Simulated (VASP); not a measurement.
**Si: single point with PBEsol**

System: Si, a slab with vacuum.

```
Si
1.0
     3.84172    0.00000    0.00000
     0.00000    3.84172    0.00000
     0.00000    0.00000   28.58252
Si
11
Direct
  0.00000 0.50000 0.26334
  0.00000 0.00000 0.31041
  0.50000 0.00000 0.35778
  0.50000 0.50000 0.40494
  0.00000 0.50000 0.45247
  0.00000 0.00000 0.50000
  0.50000 0.00000 0.54753
  0.50000 0.50000 0.59506
  0.00000 0.50000 0.64222
  0.00000 0.00000 0.68959
  0.50000 0.00000 0.73666
```

```yaml
Program: VASP 6.6.1
Task: single point
Functional: PBEsol
Potentials_or_basis: VASP PAW PBE potentials, release 64 (Si)
Cutoff: 520 eV
k_mesh: 9 × 9 × 1
Occupations: gaussian, width 0.05 eV
Spin: no spin polarisation
```

* Largest force: 0.007 eV/Å
* Band gap on the k mesh: zero (bands 22 and 23 overlap by 0.91 eV)

Forces on the atoms (eV/Å):
```
Si   0.000  0.000 -0.007
Si   0.000  0.000 -0.007
Si   0.000  0.000  0.001
Si   0.000  0.000  0.002
Si   0.000  0.000  0.000
Si   0.000  0.000  0.000
Si   0.000  0.000  0.000
Si   0.000  0.000 -0.002
Si   0.000  0.000 -0.001
Si   0.000  0.000  0.007
Si   0.000  0.000  0.007
```

Levels at points of the mesh, in eV from the Fermi level:
| k point | band 19 | band 20 | band 21 | band 22 | band 23 | band 24 | band 25 | band 26 |
| --- | --- | --- | --- | --- | --- | --- | --- | --- |
| (0.00, 0.00, 0.00) | -0.22 | -0.22 | -0.09 | 0.35 | 0.74 | 0.77 | 1.26 | 1.29 |

It took 12 min on 1 thread of Intel Xeon 8259CL, with other jobs on the host, peak memory 0.51 GiB.

Caveat: the PAW data sets were made with another functional, which shifts forces and pressure a little.
